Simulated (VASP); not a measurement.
The system is Pd.

```xyz
1
Lattice="0.0000 1.9559 1.9559 1.9559 0.0000 1.9559 1.9559 1.9559 0.0000" Properties=species:S:1:pos:R:3 pbc="T T T"
Pd    0.0000    0.0000    0.0000
```

Base run:

| Item | Value |
| --- | --- |
| Program | VASP 6.6.1 |
| Functional | r2SCAN |
| Potentials or basis | VASP PAW PBE potentials, release 64 (Pd) |
| Cutoff | 520 eV |
| k mesh | 14 × 14 × 14 |
| Occupations | methfessel-paxton, width 0.1 eV |
| Spin | no spin polarisation |

Its results: band gap on the k mesh zero (bands 5 and 6 overlap by 1.65 eV); pressure 0.3 GPa.

Task: The run is repeated on the same cell with these changes: occupations from methfessel-paxton, width 0.1 eV to gaussian, width 0.6 eV. What comes out?

Result: Band gap on the k mesh zero (bands 5 and 6 overlap by 1.64 eV); pressure 1.4 GPa.

Caveats: the PAW data sets were made with another functional, which shifts forces and pressure a little; so wide a smearing shifts energies and pressures (at least some runs).
